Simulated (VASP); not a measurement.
# Ga5As3P2 in VASP: further runs

The runs below take Ga5As3P2 through single point, with PBE.

Program: VASP 6.6.1. These are calculated values, not measurements. Logs are shortened: lines on timing, memory, paths and dates and some standing lists are left out, and cuts for length are marked.

## 1. The cell of the first run

The typed cell holds 10 atoms: a = 4.018 Å, b = 4.017 Å, c = 14.262 Å, α = 98.09°, β = 98.10°, γ = 90.00°.

## 2. Single point, PBE

File INCAR:

```
SYSTEM = Ga5As3P2
PREC = Accurate ; ENCUT = 520
EDIFF = 1E-6 ; ISMEAR = 0
SIGMA = 0.1 ; LREAL = .FALSE.
LASPH = .TRUE. ; NELM = 100
ALGO = Normal ; ISIF = 2
LWAVE = .FALSE. ; LCHARG = .FALSE.
GGA = PE ; NBANDS = 56
```

File KPOINTS:

```
Automatic mesh
0
G
  4 4 4
  0 0 0
```

File POSCAR:

```
Ga5As3P2
1.0
    0.0000605886     -4.0176453872     -0.0000069829
    4.0168195154     -0.0000679218     -0.0005435252
   -2.0047313573      2.0083666673     13.9771849480
Ga P As
5 2 3
Direct
    0.6029220263      0.6027971702      0.2059128973
    0.0003269222      0.0000625630      0.0000096095
    0.3969145969      0.3970273763      0.7940907520
    0.8014245631      0.8016277105      0.6028069706
    0.1984486935      0.1984242310      0.3972004942
    0.3492450124      0.8492884879      0.6984913672
    0.1506861466      0.6505992751      0.3014988068
    0.9484489684      0.4486192204      0.8970673068
    0.7498424556      0.2502082630      0.4999957003
    0.5517406150      0.0513457026      0.1029260953
```

Potentials or basis: VASP PAW PBE potentials, release 64 (Ga_d, P, As).

Command:

```
> cat potpaw_PBE.64/Ga_d/POTCAR potpaw_PBE.64/P/POTCAR potpaw_PBE.64/As/POTCAR > POTCAR
> mpirun -np 1 vasp_std > vasp.out
```

OUTCAR:

```text
SYSTEM = Ga5As3P2
   PREC = Accurate
   ENCUT = 520
   EDIFF = 1E-6
   ISMEAR = 0
   LREAL = .FALSE.
   LASPH = .TRUE.
   NELM = 100
   ISIF = 2
   GGA = PE

 ion  position               nearest neighbor table
   1  0.603  0.603  0.206-   7 2.41   7 2.41  10 2.47  10 2.47
   2  0.000  0.000  0.000-   8 2.47  10 2.47   8 2.47  10 2.47
   3  0.397  0.397  0.794-   6 2.41   6 2.41   8 2.47   8 2.47
   4  0.801  0.802  0.603-   6 2.41   6 2.41   9 2.47   9 2.47
   5  0.198  0.198  0.397-   7 2.41   7 2.41   9 2.47   9 2.47
   6  0.349  0.849  0.698-   3 2.41   3 2.41   4 2.41   4 2.41
   7  0.151  0.651  0.301-   1 2.41   1 2.41   5 2.41   5 2.41
   8  0.948  0.449  0.897-   2 2.47   2 2.47   3 2.47   3 2.47
   9  0.750  0.250  0.500-   4 2.47   5 2.47   4 2.47   5 2.47
  10  0.552  0.051  0.103-   2 2.47   2 2.47   1 2.47   1 2.47

  LATTYP: Found a base centered monoclinic cell.
 ALAT       =    34.4186148701
 B/A-ratio  =     0.1167288516
 C/A-ratio  =     0.1167048578
 COS(beta)  =    -0.5834186800

  Lattice vectors:

 A1 = ( -10.0383703881,   2.0085025109,  13.9782719984)
 A2 = ( -10.0383097995,  -2.0091428763,  13.9782650155)
 A3 = (   4.0168195154,  -0.0000679218,  -0.0005435252)

Analysis of symmetry for initial positions (statically):
=====================================================================
 Subroutine PRICEL returns:
 Original cell was already a primitive cell.

 Routine SETGRP: Setting up the symmetry group for a
 base centered monoclinic supercell.

 Subroutine GETGRP returns: Found  1 space group operations
 (whereof  1 operations were pure point group operations)
 out of a pool of  4 trial point group operations.

The static configuration has the point symmetry C_1 .

Analysis of symmetry for dynamics (positions and initial velocities):
=====================================================================
 Subroutine PRICEL returns:
 Original cell was already a primitive cell.

 Routine SETGRP: Setting up the symmetry group for a
 base centered monoclinic supercell.

 Subroutine GETGRP returns: Found  1 space group operations
 (whereof  1 operations were pure point group operations)
 out of a pool of  4 trial point group operations.

The dynamic configuration has the point symmetry C_1 .

 Subroutine INISYM returns: Found  1 space group operations
 (whereof  1 operations are pure point group operations),
 and found     1 'primitive' translations

----------------------------------------------------------------------------------------

                                     Primitive cell

  volume of cell :     225.5616

  direct lattice vectors                    reciprocal lattice vectors
     0.000060589 -4.017645387 -0.000006983     0.000000631 -0.248902069  0.035764561
     4.016819515 -0.000067922 -0.000543525     0.248958014  0.000003692  0.035707227
    -2.004731357  2.008366667 13.977184948     0.000009681 -0.000000124  0.071546571

  length of vectors
     4.017645388  4.016819553 14.262334436     0.251458434  0.251505663  0.071546572

  position of ions in fractional coordinates (direct lattice)
     0.602922026  0.602797170  0.205912897
     0.000326922  0.000062563  0.000009609
     0.396914597  0.397027376  0.794090752
     0.801424563  0.801627711  0.602806971
     0.198448693  0.198424231  0.397200494
     0.349245012  0.849288488  0.698491367
     0.150686147  0.650599275  0.301498807
     0.948448968  0.448619220  0.897067307
     0.749842456  0.250208263  0.499995700
     0.551740615  0.051345703  0.102926095

  ion indices of the primitive-cell ions
   primitive index   ion index
                 1           1
                 2           2
                 3           3
                 4           4
                 5           5
                 6           6
                 7           7
                 8           8
                 9           9
                10          10

----------------------------------------------------------------------------------------

 KPOINTS: Automatic mesh

Automatic generation of k-mesh.
 Grid dimensions read from file:
 generate k-points for:    4    4    4

 Generating k-lattice:

  Cartesian coordinates                     Fractional coordinates (reciprocal lattice)
     0.000000158 -0.062225517  0.008941140     0.250000000  0.000000000  0.000000000
     0.062239503  0.000000923  0.008926807     0.000000000  0.250000000  0.000000000
     0.000002420 -0.000000031  0.017886643     0.000000000  0.000000000  0.250000000

  Length of vectors
     0.062864608  0.062876416  0.017886643

  Shift w.r.t. Gamma in fractional coordinates (k-lattice)
     0.000000000  0.000000000  0.000000000

 Subroutine IBZKPT returns following result:
 ===========================================

 Found     36 irreducible k-points:

 Following reciprocal coordinates:
            Coordinates               Weight
  0.000000  0.000000  0.000000      1.000000
  0.250000  0.000000 -0.000000      2.000000
  0.500000  0.000000 -0.000000      1.000000
 -0.000000  0.250000  0.000000      2.000000
  0.250000  0.250000 -0.000000      2.000000
  0.500000  0.250000  0.000000      2.000000
[... 16 lines left out ...]
  0.000000 -0.250000  0.250000      2.000000
  0.250000 -0.250000  0.250000      2.000000
 [... further k-points ...]
   k-points           NKPTS =     36   k-points in BZ     NKDIM =     36   number of bands    NBANDS=     56
   number of dos      NEDOS =    301   number of ions     NIONS =     10
   total plane-waves  NPLWV =  97200
   dimension x,y,z NGX =    30 NGY =   30 NGZ =  108
   dimension x,y,z NGXF=    60 NGYF=   60 NGZF=  216
   ions per type =               5   2   3
   NGX,Y,Z   is equivalent  to a cutoff of  12.41, 12.42, 12.59 a.u.
   NGXF,Y,Z  is equivalent  to a cutoff of  24.83, 24.83, 25.18 a.u.
 SYSTEM =  Ga5As3P2
   PREC   = accura    normal or accurate (medium, high low for compatibility)
   ISTART =      0    job   : 0-new  1-cont  2-samecut
   ICHARG =      2    charge: 1-file 2-atom 10-const
   ISPIN  =      1    spin polarized calculation?
   LNONCOLLINEAR =      F non collinear calculations
   LSORBIT =      F    spin-orbit coupling
   LASPH  =      T    aspherical Exc in radial PAW
   ENCUT  =  520.0 eV  38.22 Ry    6.18 a.u.   7.47  7.47 26.52*2*pi/ulx,y,z
   NELM   =    100;   NELMIN=  2; NELMDL= -5     # of ELM steps
   EDIFF  = 0.1E-05   stopping-criterion for ELM
   LREAL  =      F    real-space projection
   EDIFFG = 0.1E-04   stopping-criterion for IOM
   NSW    =      0    number of steps for IOM
   IBRION =     -1    ionic relax: 0-MD 1-quasi-New 2-CG
   NFREE  =      0    steps in history (QN), initial steepest desc. (CG)
   ISIF   =      2    stress and relaxation
   ISYM   =      2    0-nonsym 1-usesym 2-fastsym
   POTIM  = 0.5000    time-step for ionic-motion
   TEBEG  =    0.0;   TEEND  =   0.0 temperature during run
   PSTRESS=    0.0 pullay stress
   NELECT =      90.0000    total number of electrons
   NUPDOWN=      -1.0000    fix difference up-down
   EMIN   =  10.00;   EMAX   =-10.00  energy-range for DOS
   EFERMI =   0.00;   METHOD = LEGACY
   ISMEAR =     0;   SIGMA  =   0.10  broadening in eV -4-tet -1-fermi 0-gaus
   EFERMI_NEDOS =   21; number of points for ismear=-14 and -15
   IALGO  =     38    algorithm
   IMIX   =      4    mixing-type and parameters
     AMIX     =   0.40;   BMIX     =  1.00
     AMIX_MAG =   1.60;   BMIX_MAG =  1.00
  volume/ion in A,a.u.               =      22.56       152.22
  Fermi-wavevector in a.u.,A,eV,Ry     =   1.205223  2.277541 19.763302  1.452562
  Thomas-Fermi vector in A             =   2.340925
   LORBIT       =      0    0 simple, 1 ext, 2 COOP (PROOUT), +10 PAW based schemes
   GGA     = PE    functional components
   LHFCALC =     F    Hartree Fock is set to
   AEXX    =    0.0000 exact exchange contribution
   IVDW    =     0    specifies the selected vdW correction
   LEPSILON=     F    determine dielectric tensor
   LRPA    =     F    only Hartree local field effects (RPA)
 non-spin polarized calculation
 Gauss-broadening in eV      SIGMA  =   0.10
  energy-cutoff  :      520.00
  volume of cell :      225.56
 maximum number of plane-waves:      6144
 NGX is ok and might be reduce to    30
   NGX = 15   NGY = 15   NGZ = 53

 number of electron      89.9999967 magnetization

 Free energy of the ion-electron system (eV)
  ---------------------------------------------------
  ext. energy  EPLUGINS =         0.00000000
  ---------------------------------------------------
  free energy    TOTEN  =       -42.74716935 eV

  energy without entropy =      -42.74716929  energy(sigma->0) =      -42.74716932

 E-fermi :   4.1869     XC(G=0):  -9.4910

 val. band max:        3.8654778702   @ k =   0.0000   0.0000   0.0000
 cond. band min:       4.5065704108   @ k =   0.0000   0.0000   0.0000
 fundamental gap:      0.6410925406
 Fermi energy:         4.1868518281

 k-point     1 :       0.0000    0.0000    0.0000
  band No.  band energies     occupation
      1     -10.9309      2.00000
      2     -10.9192      2.00000
      3     -10.8757      2.00000
      4     -10.8662      2.00000
      5     -10.8462      2.00000
      6     -10.8462      2.00000
[... 48 lines left out ...]
     55       7.6172      0.00000
     56       7.6213      0.00000

 k-point     2 :       0.2500    0.0000   -0.0000
  band No.  band energies     occupation
      1     -10.9227      2.00000
      2     -10.9112      2.00000
      3     -10.8908      2.00000
      4     -10.8799      2.00000
      5     -10.8658      2.00000
      6     -10.8398      2.00000
[... 48 lines left out ...]
     55       8.2977      0.00000
     56       8.5550      0.00000

 k-point     3 :       0.5000    0.0000   -0.0000
  band No.  band energies     occupation
      1     -10.9154      2.00000
      2     -10.9056      2.00000
      3     -10.9047      2.00000
      4     -10.9037      2.00000
      5     -10.8870      2.00000
      6     -10.8311      2.00000
[... 1172 lines left out ...]
 k-point    23 :       0.0000   -0.2500    0.2500
  band No.  band energies     occupation
      1     -10.9227      2.00000
      2     -10.9113      2.00000
      3     -10.8909      2.00000
      4     -10.8799      2.00000
      5     -10.8658      2.00000
      6     -10.8398      2.00000
[... 48 lines left out ...]
     55       8.3006      0.00000
     56       8.5571      0.00000

 k-point    24 :       0.2500   -0.2500    0.2500
  band No.  band energies     occupation
      1     -10.9244      2.00000
      2     -10.9113      2.00000
      3     -10.9043      2.00000
      4     -10.8956      2.00000
      5     -10.8906      2.00000
      6     -10.8287      2.00000
[... 48 lines left out ...]
     55       8.9920      0.00000
     56       9.0451      0.00000

 [... further k-points ...]

------------------------ aborting loop because EDIFF is reached ----------------------------------------

  FORCE on cell =-STRESS in cart. coord.  units (eV):
  Direction    XX          YY          ZZ          XY          YZ          ZX
  --------------------------------------------------------------------------------------
  -------------------------------------------------------------------------------------
  Total        0.2141609      0.1795137      0.1848397      0.0012901      0.0015804     -0.0091654
  in kB        1.5211978      1.2750965      1.3129275      0.0091638      0.0112258     -0.0651025
  external PRESSURE =       1.3697406 kB  Pullay stress =       0.0000000 kB

 VOLUME and BASIS-vectors are now :
 -----------------------------------------------------------------------------
  energy-cutoff  :      520.00
  volume of cell :      225.56
      direct lattice vectors                 reciprocal lattice vectors
     0.000060589 -4.017645387 -0.000006983     0.000000631 -0.248902069  0.035764561
     4.016819515 -0.000067922 -0.000543525     0.248958014  0.000003692  0.035707227
    -2.004731357  2.008366667 13.977184948     0.000009681 -0.000000124  0.071546571

 POSITION                                       TOTAL-FORCE (eV/Angst)
 -----------------------------------------------------------------------------------
      2.00856     -2.00882      2.87775         0.000034      0.000076      0.013183
      0.00023     -0.00129      0.00013        -0.000455      0.001393     -0.000401
      0.00287      0.00014     11.09893         0.001096     -0.001322     -0.011697
      2.01158     -2.00924      8.42510        -0.000876      0.000769      0.021909
      0.00077      0.00041      5.55164         0.000990     -0.000267     -0.021544
      2.01117     -0.00037      9.76248        -0.000409     -0.000102     -0.007299
      2.00892      0.00007      4.21375         0.000587     -0.000482      0.006783
      0.00370     -2.00892     12.53823        -0.000394     -0.000359     -0.002367
      0.00273     -2.00844      6.98839        -0.001291     -0.001030     -0.000406
     -0.00006     -2.00999      1.43859         0.000718      0.001325      0.001837
 -----------------------------------------------------------------------------------
    total drift:                               -0.000001      0.000058     -0.000009

  FREE ENERGIE OF THE ION-ELECTRON SYSTEM (eV)
  ---------------------------------------------------
  free  energy   TOTEN  =       -42.7471693510 eV

  energy  without entropy=      -42.7471692863  energy(sigma->0) =      -42.74716932
```

Wall time 8.8 min (1 thread of Intel Xeon 8259CL, shared host); peak memory 0.52 GiB.

What came out:

| Quantity | Value |
| --- | --- |
| Free energy | -42.7472 eV |
| Pressure | 0.1 GPa |
| Largest force | 0.022 eV/Å |
| Band gap on the k mesh | 0.64 eV |

Forces in eV/Å, atoms in the order of the input:
```
Ga   0.000  0.000  0.013
Ga   0.000  0.001  0.000
Ga   0.001 -0.001 -0.012
Ga  -0.001  0.001  0.022
Ga   0.001  0.000 -0.022
P    0.000  0.000 -0.007
P    0.001  0.000  0.007
As   0.000  0.000 -0.002
As  -0.001 -0.001  0.000
As   0.001  0.001  0.002
```

Levels at points of the mesh, in eV from the valence-band top:
| k point | band 42 | band 43 | band 44 | band 45 | band 46 | band 47 | band 48 | band 49 |
| --- | --- | --- | --- | --- | --- | --- | --- | --- |
| (0.00, 0.00, 0.00) | -1.14 | -0.04 | -0.04 | 0.00 | 0.64 | 1.35 | 1.39 | 1.93 |
| (0.50, 0.00, 0.00) | -1.06 | -1.03 | -0.98 | -0.95 | 1.08 | 1.81 | 1.84 | 2.47 |
| (0.00, 0.50, 0.00) | -1.06 | -1.03 | -0.98 | -0.95 | 1.08 | 1.81 | 1.84 | 2.47 |
| (0.50, 0.50, 0.00) | -2.86 | -2.80 | -2.53 | -2.52 | 1.55 | 1.75 | 2.32 | 2.39 |
| (0.00, 0.00, 0.50) | -0.53 | -0.53 | -0.41 | -0.40 | 1.46 | 1.48 | 1.54 | 1.80 |
| (0.50, 0.00, 0.50) | -1.06 | -1.03 | -0.98 | -0.95 | 1.08 | 1.81 | 1.84 | 2.47 |
| (0.00, 0.50, 0.50) | -1.06 | -1.03 | -0.98 | -0.95 | 1.08 | 1.81 | 1.84 | 2.47 |
| (0.50, 0.50, 0.50) | -2.86 | -2.80 | -2.53 | -2.52 | 1.55 | 1.75 | 2.32 | 2.39 |

Caveat: semilocal functionals underestimate gaps, and a narrow one can read as zero. A k mesh can miss the band edges.

## 3. Single point, PBE

File INCAR:

```
SYSTEM = Ga5As3P2
PREC     = Accurate       ! precision mode
ENCUT    = 520            ! plane-wave cutoff, eV
EDIFF    = 1E-7           ! SCF threshold, eV
ISMEAR   = 0              ! smearing method
SIGMA    = 0.1            ! smearing width, eV
LREAL    = .FALSE.        ! projectors in reciprocal space
LASPH    = .TRUE.         ! aspherical terms in the spheres
NELM     = 100            ! most SCF steps
ALGO     = Normal         ! electronic algorithm
ISIF     = 2              ! what is computed and relaxed
LWAVE    = .FALSE.        ! write WAVECAR
LCHARG   = .FALSE.        ! write CHGCAR
GGA      = PE             ! functional
NBANDS   = 56             ! bands
```

File KPOINTS:

```
regular mesh
0
G
  4 4 4
  0 0 0
```

File POSCAR:

```
Ga5As3P2
1.0
    0.0000000000     -3.9912611187      0.0000000000
    3.9912611187      0.0000000000      0.0000000000
   -1.9956305593      1.9956305593     14.1369802171
Ga P As
5 2 3
Direct
    0.6029580718      0.6029580718      0.2059161437
    0.0000000000      0.0000000000      0.0000000000
    0.3970419282      0.3970419282      0.7940838563
    0.8014107317      0.8014107317      0.6028214635
    0.1985892683      0.1985892683      0.3971785365
    0.3492304687      0.8492304687      0.6984609373
    0.1507695313      0.6507695313      0.3015390627
    0.9485456969      0.4485456969      0.8970913937
    0.7500000000      0.2500000000      0.5000000000
    0.5514543031      0.0514543031      0.1029086063
```

Potentials or basis: VASP PAW PBE potentials, release 64 (Ga_d, P, As).

Command:

```
> cat potpaw_PBE.64/Ga_d/POTCAR potpaw_PBE.64/P/POTCAR potpaw_PBE.64/As/POTCAR > POTCAR
> mpirun -np 1 vasp_std > vasp.out
```

It took 2.4 min on 1 thread of Intel Xeon Platinum 8488C (Sapphire Rapids), shared host; peak memory 0.37 GiB.

Results (log left out):

```yaml
Free_energy: -42.7373 eV
Pressure: 0.2 GPa
Largest_force: 0.012 eV/Å
Band_gap_on_the_k_mesh: 0.66 eV
```

Forces on the atoms (eV/Å):
```
Ga   0.000  0.000  0.007
Ga   0.000  0.000  0.000
Ga   0.000  0.000 -0.007
Ga   0.000  0.000  0.012
Ga   0.000  0.000 -0.012
P    0.000  0.000 -0.001
P    0.000  0.000  0.001
As   0.000  0.000 -0.004
As   0.000  0.000  0.000
As   0.000  0.000  0.004
```

Stress tensor (GPa, compression positive):
```
 0.60  0.00  0.00
 0.00  0.60  0.00
 0.00  0.00 -0.54
```

Levels at points of the mesh, in eV from the valence-band top:
```csv
k point,band 43,band 44,band 45,band 46,band 47,band 48
"(0.00, 0.00, 0.00)",-0.06,0.00,0.00,0.66,1.46,1.49
"(0.50, 0.00, 0.00)",-0.95,-0.90,-0.87,1.09,1.85,1.88
"(0.50, 0.50, 0.00)",-2.82,-2.58,-2.55,1.51,1.70,2.26
"(0.00, 0.00, 0.50)",-0.48,-0.36,-0.36,1.54,1.58,1.64
```

Caveat: semilocal functionals underestimate gaps, and a narrow one can read as zero.
